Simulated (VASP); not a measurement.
Write the native input for VASP 6.6.1 that does the following.

| Item | Value |
| --- | --- |
| Task | single point |
| Functional | PBE |
| Potentials or basis | VASP PAW PBE potentials, release 64 (Mg, Te) |
| Cutoff | 520 eV |
| k mesh | 6 × 6 × 6 |
| Occupations | gaussian, width 0.1 eV |
| Spin | no spin polarisation |
| Dipole correction | no |
| Further INCAR settings | ALGO = Fast; EDIFF = 1e-06; NBANDS = 20 |

The structure of Mg7Te lies in POSCAR:

```
Mg7Te
1.0
    6.3605818644      0.0000000000      0.0000000000
   -3.1802909322      5.5084254775      0.0000000000
    0.0000000000      0.0000000000      5.3814700711
Mg Te
7 1
Direct
    0.5013922823      0.0027845646      0.0000000000
    0.6596731137      0.8298365569      0.5000000000
    0.6666666667      0.3333333333      0.5000000000
    0.9972154354      0.4986077177      0.0000000000
    0.1701634431      0.8298365569      0.5000000000
    0.1701634431      0.3403268863      0.5000000000
    0.5013922823      0.4986077177      0.0000000000
    0.0000000000      0.0000000000      0.0000000000
```

These files were run (other wordings do the same):

INCAR

```
PREC = Accurate
ENCUT = 520
EDIFF = 1E-6
ISMEAR = 0
SIGMA = 0.1
LREAL = F
LASPH = T
NELM = 60
ALGO = Fast
ISIF = 2
LWAVE = F
LCHARG = F
GGA = PE
NBANDS = 20
```

KPOINTS

```
Automatic mesh
0
Gamma
  6 6 6
```

Potentials or basis: VASP PAW PBE potentials, release 64 (Mg, Te).

The run is started by

```console
$ cat potpaw_PBE.64/Mg/POTCAR potpaw_PBE.64/Te/POTCAR > POTCAR
$ mpirun -np 1 vasp_std > vasp.out
```

Results of the run:

| Quantity | Value |
| --- | --- |
| Pressure | -0.1 GPa |
| Largest force | 0.004 eV/Å |
| Band gap on the k mesh | zero (bands 10 and 11 overlap by 1.50 eV) |

Caveat: spin-orbit coupling is left out, which moves the levels of the heavy elements.

It took 2.4 min on 1 thread of Intel Xeon 8259CL (shared host), peak memory 0.35 GiB.
